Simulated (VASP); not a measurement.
# LiRuPb (P-6m2) in VASP: further runs

Runs on LiRuPb. Level: PBE. Tasks: single point, relaxation of cell and atoms.

All numbers are computed with VASP 6.6.1; they aren't measurements. Logs are shortened: lines on timing, memory, paths and dates and some standing lists are left out, and cuts for length are marked.

**1. The cell of the first run**

The structure is hexagonal, space group P-6m2 (No. 187). Conventional cell: a = 4.384 Å, b = 4.384 Å, c = 3.032 Å, α = 90.00°, β = 90.00°, γ = 120.00°. Li (site symmetry -6m2) has 3 Pb at 2.53 Å and 6 Ru at 2.95 Å and 2 Li at 3.03 Å within 3.3 Å. Ru (site symmetry -6m2) has 6 Li at 2.95 Å and 6 Pb at 2.95 Å and 2 Ru at 3.03 Å within 3.9 Å. Within 3.3 Å of Pb (site symmetry -6m2) lie 3 Li at 2.53 Å and 6 Ru at 2.95 Å and 2 Pb at 3.03 Å.

**2. Single point, PBE, collinear spin, ferromagnetic start**

Contents of INCAR:

```
  PREC = Accurate
  ENCUT = 520
  EDIFF = 1E-6
  ISMEAR = 0
  SIGMA = 0.1
  LREAL = False
  LASPH = True
  NELM = 150
  ALGO = Fast
  ISIF = 2
  LWAVE = False
  LCHARG = False
  ISPIN = 2
  MAGMOM = 0 1 0
  LORBIT = 11
  LMAXMIX = 4
  GGA = PE
  NBANDS = 26
```

Contents of KPOINTS:

```
regular mesh
0
Gamma
  6 6 6
```

Contents of POSCAR:

```
LiRuPb
1.0
    4.3836491950      0.0000000000      0.0000000000
   -2.1918245975      3.7963515641      0.0000000000
    0.0000000000      0.0000000000      3.0322324642
Li Ru Pb
1 1 1
Direct
    0.6666666667      0.3333333333      0.5000000000
    0.0000000000      0.0000000000      0.0000000000
    0.3333333333      0.6666666667      0.5000000000
```

Potentials or basis: VASP PAW PBE potentials, release 64 (Li_sv, Ru_pv, Pb_d).

Started as:

```bash
$ cat potpaw_PBE.64/Li_sv/POTCAR potpaw_PBE.64/Ru_pv/POTCAR potpaw_PBE.64/Pb_d/POTCAR > POTCAR
$ mpirun -np 1 vasp_std > vasp.out
```

OUTCAR:

```text
PREC = Accurate
   ENCUT = 520
   EDIFF = 1E-6
   ISMEAR = 0
   LREAL = False
   LASPH = True
   NELM = 150
   ISIF = 2
   ISPIN = 2
   LORBIT = 11
   GGA = PE

 ion  position               nearest neighbor table
   1  0.667  0.333  0.500-   3 2.53   3 2.53   3 2.53   2 2.95   2 2.95   2 2.95   2 2.95   2 2.95
                             2 2.95
   2  0.000  0.000  0.000-   1 2.95   3 2.95   1 2.95   3 2.95   3 2.95   3 2.95   1 2.95   1 2.95
                             1 2.95   1 2.95   3 2.95   3 2.95
   3  0.333  0.667  0.500-   1 2.53   1 2.53   1 2.53   2 2.95   2 2.95   2 2.95   2 2.95   2 2.95
                             2 2.95

  LATTYP: Found a hexagonal cell.
 ALAT       =     4.3836491950
 C/A-ratio  =     0.6917142156

  Lattice vectors:

 A1 = (   4.3836491950,   0.0000000000,   0.0000000000)
 A2 = (  -2.1918245975,   3.7963515641,   0.0000000000)
 A3 = (   0.0000000000,   0.0000000000,   3.0322324642)

Analysis of symmetry for initial positions (statically):
=====================================================================
 Subroutine PRICEL returns:
 Original cell was already a primitive cell.

 Routine SETGRP: Setting up the symmetry group for a
 hexagonal supercell.

 Subroutine GETGRP returns: Found 12 space group operations
 (whereof 12 operations were pure point group operations)
 out of a pool of 24 trial point group operations.

The static configuration has the point symmetry D_3h.

Analysis of symmetry for dynamics (positions and initial velocities):
=====================================================================
 Subroutine PRICEL returns:
 Original cell was already a primitive cell.

 Routine SETGRP: Setting up the symmetry group for a
 hexagonal supercell.

 Subroutine GETGRP returns: Found 12 space group operations
 (whereof 12 operations were pure point group operations)
 out of a pool of 24 trial point group operations.

The dynamic configuration has the point symmetry D_3h.

Analysis of structural, dynamic, and magnetic symmetry:
=====================================================================
 Subroutine PRICEL returns:
 Original cell was already a primitive cell.

 Routine SETGRP: Setting up the symmetry group for a
 hexagonal supercell.

 Subroutine GETGRP returns: Found 12 space group operations
 (whereof 12 operations were pure point group operations)
 out of a pool of 24 trial point group operations.

The overall configuration has the point symmetry D_3h.

 Subroutine INISYM returns: Found 12 space group operations
 (whereof 12 operations are pure point group operations),
 and found     1 'primitive' translations

----------------------------------------------------------------------------------------

                                     Primitive cell

  volume of cell :      50.4620

  direct lattice vectors                    reciprocal lattice vectors
     4.383649195  0.000000000  0.000000000     0.228120444  0.131705400  0.000000000
    -2.191824598  3.796351564  0.000000000     0.000000000  0.263410799  0.000000000
     0.000000000  0.000000000  3.032232464     0.000000000  0.000000000  0.329790018

  length of vectors
     4.383649195  4.383649195  3.032232464     0.263410799  0.263410799  0.329790018

  position of ions in fractional coordinates (direct lattice)
     0.666666667  0.333333333  0.500000000
     0.000000000  0.000000000  0.000000000
     0.333333333  0.666666667  0.500000000

  ion indices of the primitive-cell ions
   primitive index   ion index
                 1           1
                 2           2
                 3           3

----------------------------------------------------------------------------------------

 KPOINTS: regular mesh

Automatic generation of k-mesh.
 Grid dimensions read from file:
 generate k-points for:    6    6    6

 Generating k-lattice:

  Cartesian coordinates                     Fractional coordinates (reciprocal lattice)
     0.038020074  0.021950900  0.000000000     0.166666667  0.000000000  0.000000000
     0.000000000  0.043901800  0.000000000     0.000000000  0.166666667  0.000000000
     0.000000000  0.000000000  0.054965003     0.000000000  0.000000000  0.166666667

  Length of vectors
     0.043901800  0.043901800  0.054965003

  Shift w.r.t. Gamma in fractional coordinates (k-lattice)
     0.000000000  0.000000000  0.000000000

 Subroutine IBZKPT returns following result:
 ===========================================

 Found     28 irreducible k-points:

 Following reciprocal coordinates:
            Coordinates               Weight
  0.000000  0.000000  0.000000      1.000000
  0.166667 -0.000000  0.000000      6.000000
  0.333333 -0.000000  0.000000      6.000000
  0.500000 -0.000000  0.000000      3.000000
  0.166667  0.166667  0.000000      6.000000
  0.333333  0.166667  0.000000     12.000000
[... 16 lines left out ...]
  0.166667 -0.000000  0.500000      6.000000
  0.333333 -0.000000  0.500000      6.000000
 [... further k-points ...]
   k-points           NKPTS =     28   k-points in BZ     NKDIM =     28   number of bands    NBANDS=     26
   number of dos      NEDOS =    301   number of ions     NIONS =      3
   total plane-waves  NPLWV =  31104
   dimension x,y,z NGX =    36 NGY =   36 NGZ =   24
   dimension x,y,z NGXF=    72 NGYF=   72 NGZF=   48
   ions per type =               1   1   1
   NGX,Y,Z   is equivalent  to a cutoff of  13.65, 13.65, 13.16 a.u.
   NGXF,Y,Z  is equivalent  to a cutoff of  27.31, 27.31, 26.32 a.u.
 SYSTEM =  unknown system
   PREC   = accura    normal or accurate (medium, high low for compatibility)
   ISTART =      0    job   : 0-new  1-cont  2-samecut
   ICHARG =      2    charge: 1-file 2-atom 10-const
   ISPIN  =      2    spin polarized calculation?
   LNONCOLLINEAR =      F non collinear calculations
   LSORBIT =      F    spin-orbit coupling
   LASPH  =      T    aspherical Exc in radial PAW
   ENCUT  =  520.0 eV  38.22 Ry    6.18 a.u.   8.15  8.15  5.64*2*pi/ulx,y,z
   NELM   =    150;   NELMIN=  2; NELMDL= -5     # of ELM steps
   EDIFF  = 0.1E-05   stopping-criterion for ELM
   LREAL  =      F    real-space projection
   EDIFFG = 0.1E-04   stopping-criterion for IOM
   NSW    =      0    number of steps for IOM
   IBRION =     -1    ionic relax: 0-MD 1-quasi-New 2-CG
   NFREE  =      0    steps in history (QN), initial steepest desc. (CG)
   ISIF   =      2    stress and relaxation
   ISYM   =      2    0-nonsym 1-usesym 2-fastsym
   POTIM  = 0.5000    time-step for ionic-motion
   TEBEG  =    0.0;   TEEND  =   0.0 temperature during run
   PSTRESS=    0.0 pullay stress
   NELECT =      31.0000    total number of electrons
   NUPDOWN=      -1.0000    fix difference up-down
   EMIN   =  10.00;   EMAX   =-10.00  energy-range for DOS
   EFERMI =   0.00;   METHOD = LEGACY
   ISMEAR =     0;   SIGMA  =   0.10  broadening in eV -4-tet -1-fermi 0-gaus
   EFERMI_NEDOS =   21; number of points for ismear=-14 and -15
   IALGO  =     68    algorithm
   IMIX   =      4    mixing-type and parameters
     AMIX     =   0.40;   BMIX     =  1.00
     AMIX_MAG =   1.60;   BMIX_MAG =  1.00
  volume/ion in A,a.u.               =      16.82       113.51
  Fermi-wavevector in a.u.,A,eV,Ry     =   1.391684  2.629901 26.351534  1.936783
  Thomas-Fermi vector in A             =   2.515499
   LORBIT       =     11    0 simple, 1 ext, 2 COOP (PROOUT), +10 PAW based schemes
   GGA     = PE    functional components
   LHFCALC =     F    Hartree Fock is set to
   AEXX    =    0.0000 exact exchange contribution
   IVDW    =     0    specifies the selected vdW correction
   LEPSILON=     F    determine dielectric tensor
   LRPA    =     F    only Hartree local field effects (RPA)
 spin polarized calculation
 RMM-DIIS sequential band-by-band and
 Gauss-broadening in eV      SIGMA  =   0.10
  energy-cutoff  :      520.00
  volume of cell :       50.46
 maximum number of plane-waves:      1376
 NGX is ok and might be reduce to    36
   NGX = 17   NGY = 17   NGZ = 11

 number of electron      31.0000009 magnetization       0.0629944

 Free energy of the ion-electron system (eV)
  ---------------------------------------------------
  ext. energy  EPLUGINS =         0.00000000
  ---------------------------------------------------
  free energy    TOTEN  =       -13.82249383 eV

  energy without entropy =      -13.80792983  energy(sigma->0) =      -13.81521183

 E-fermi :   8.2937     XC(G=0): -11.3590

 val. band max:        8.2606389853   @ k =   0.5000  -0.0000   0.0000
 cond. band min:       8.2963523275   @ k =   0.3333  -0.0000   0.0000
 fundamental gap:      0.0357133423
 Fermi energy:         8.2937125413

 spin component 1

 k-point     1 :       0.0000    0.0000    0.0000
  band No.  band energies     occupation
      1     -37.5954      1.00000
      2     -33.5550      1.00000
      3     -33.4371      1.00000
      4     -33.4371      1.00000
      5      -9.0914      1.00000
      6      -8.6086      1.00000
[... 18 lines left out ...]
     25      23.3309      0.00000
     26      23.5506      0.00000

 k-point     2 :       0.1667   -0.0000    0.0000
  band No.  band energies     occupation
      1     -37.5954      1.00000
      2     -33.5550      1.00000
      3     -33.4378      1.00000
      4     -33.4373      1.00000
      5      -9.0890      1.00000
      6      -8.6091      1.00000
[... 18 lines left out ...]
     25      21.9974      0.00000
     26      22.7737      0.00000

 k-point     3 :       0.3333   -0.0000    0.0000
  band No.  band energies     occupation
      1     -37.5954      1.00000
      2     -33.5550      1.00000
      3     -33.4391      1.00000
      4     -33.4376      1.00000
      5      -9.0841      1.00000
      6      -8.6098      1.00000
[... 572 lines left out ...]
 k-point    23 :       0.1667   -0.0000    0.5000
  band No.  band energies     occupation
      1     -37.5885      1.00000
      2     -33.7200      1.00000
      3     -33.4210      1.00000
      4     -33.4207      1.00000
      5      -8.7600      1.00000
      6      -8.7525      1.00000
[... 18 lines left out ...]
     25      19.8215      0.00000
     26      20.0216      0.00000

 k-point    24 :       0.3333   -0.0000    0.5000
  band No.  band energies     occupation
      1     -37.5881      1.00000
      2     -33.7199      1.00000
      3     -33.4222      1.00000
      4     -33.4211      1.00000
      5      -8.7711      1.00000
      6      -8.7491      1.00000
[... 18 lines left out ...]
     25      21.1929      0.00000
     26      21.3885      0.00000

 [... further k-points ...]

 spin component 2

 k-point     1 :       0.0000    0.0000    0.0000
  band No.  band energies     occupation
      1     -37.5962      1.00000
      2     -33.4988      1.00000
      3     -33.3934      1.00000
      4     -33.3934      1.00000
      5      -9.0921      1.00000
      6      -8.6094      1.00000
[... 18 lines left out ...]
     25      23.2672      0.00000
     26      23.5481      0.00000

 k-point     2 :       0.1667   -0.0000    0.0000
  band No.  band energies     occupation
      1     -37.5962      1.00000
      2     -33.4988      1.00000
      3     -33.3941      1.00000
      4     -33.3936      1.00000
      5      -9.0896      1.00000
      6      -8.6099      1.00000
[... 18 lines left out ...]
     25      21.9972      0.00000
     26      22.7455      0.00000

 k-point     3 :       0.3333   -0.0000    0.0000
  band No.  band energies     occupation
      1     -37.5962      1.00000
      2     -33.4988      1.00000
      3     -33.3955      1.00000
      4     -33.3939      1.00000
      5      -9.0848      1.00000
      6      -8.6105      1.00000
[... 572 lines left out ...]
 k-point    23 :       0.1667   -0.0000    0.5000
  band No.  band energies     occupation
      1     -37.5893      1.00000
      2     -33.6642      1.00000
      3     -33.3773      1.00000
      4     -33.3770      1.00000
      5      -8.7604      1.00000
      6      -8.7529      1.00000
[... 18 lines left out ...]
     25      19.8738      0.00000
     26      20.0357      0.00000

 k-point    24 :       0.3333   -0.0000    0.5000
  band No.  band energies     occupation
      1     -37.5889      1.00000
      2     -33.6641      1.00000
      3     -33.3785      1.00000
      4     -33.3774      1.00000
      5      -8.7715      1.00000
      6      -8.7494      1.00000
[... 18 lines left out ...]
     25      21.1865      0.00000
     26      21.4433      0.00000

 [... further k-points ...]

------------------------ aborting loop because EDIFF is reached ----------------------------------------

  FORCE on cell =-STRESS in cart. coord.  units (eV):
  Direction    XX          YY          ZZ          XY          YZ          ZX
  --------------------------------------------------------------------------------------
  -------------------------------------------------------------------------------------
  Total        0.0033451      0.0033451     -0.1092375     -0.0000000      0.0000000      0.0000000
  in kB        0.1062085      0.1062085     -3.4683066     -0.0000000      0.0000000      0.0000000
  external PRESSURE =      -1.0852966 kB  Pullay stress =       0.0000000 kB

 VOLUME and BASIS-vectors are now :
 -----------------------------------------------------------------------------
  energy-cutoff  :      520.00
  volume of cell :       50.46
      direct lattice vectors                 reciprocal lattice vectors
     4.383649195  0.000000000  0.000000000     0.228120444  0.131705400  0.000000000
    -2.191824598  3.796351564  0.000000000     0.000000000  0.263410799  0.000000000
     0.000000000  0.000000000  3.032232464     0.000000000  0.000000000  0.329790018

 POSITION                                       TOTAL-FORCE (eV/Angst)
 -----------------------------------------------------------------------------------
      2.19182      1.26545      1.51612        -0.000000      0.000000      0.000000
      0.00000      0.00000      0.00000         0.000000      0.000000      0.000000
     -0.00000      2.53090      1.51612         0.000000     -0.000000      0.000000
 -----------------------------------------------------------------------------------
    total drift:                                0.000000     -0.000000     -0.000000

  FREE ENERGIE OF THE ION-ELECTRON SYSTEM (eV)
  ---------------------------------------------------
  free  energy   TOTEN  =       -13.8224938286 eV

  energy  without entropy=      -13.8079298321  energy(sigma->0) =      -13.81521183

 total charge

# of ion       s       p       d       tot
------------------------------------------
    1        2.034   0.086   0.000   2.120
    2        0.258   6.117   6.139  12.514
    3        1.236   1.060   9.847  12.143
--------------------------------------------------
tot          3.529   7.263  15.986  26.777

 magnetization (x)

# of ion       s       p       d       tot
------------------------------------------
    1       -0.000  -0.000   0.000  -0.000
    2        0.001   0.000   0.063   0.064
    3        0.000  -0.003   0.000  -0.003
--------------------------------------------------
tot          0.001  -0.003   0.064   0.061
```

Wall time 54 s (1 thread of Intel Xeon 6975P-C (Granite Rapids), shared host); peak memory 0.23 GiB.

Results:

```
Free energy                                           : -13.8225 eV
Net moment                                            : 0.06 μB per cell
Site moments                                          : Li -0.00; Ru +0.06; Pb -0.00 μB
Valence electrons inside the program's atomic spheres : Li 2.12; Ru 12.51; Pb 12.14
```

Caveat: the cutoff is under 1.25 times the usual one of these potentials, so pressure, stress and relaxed cells hold a basis-set (Pulay) error; spin-orbit coupling is left out, which moves the levels of the heavy elements.

(Part 1 of 2 ends here.)
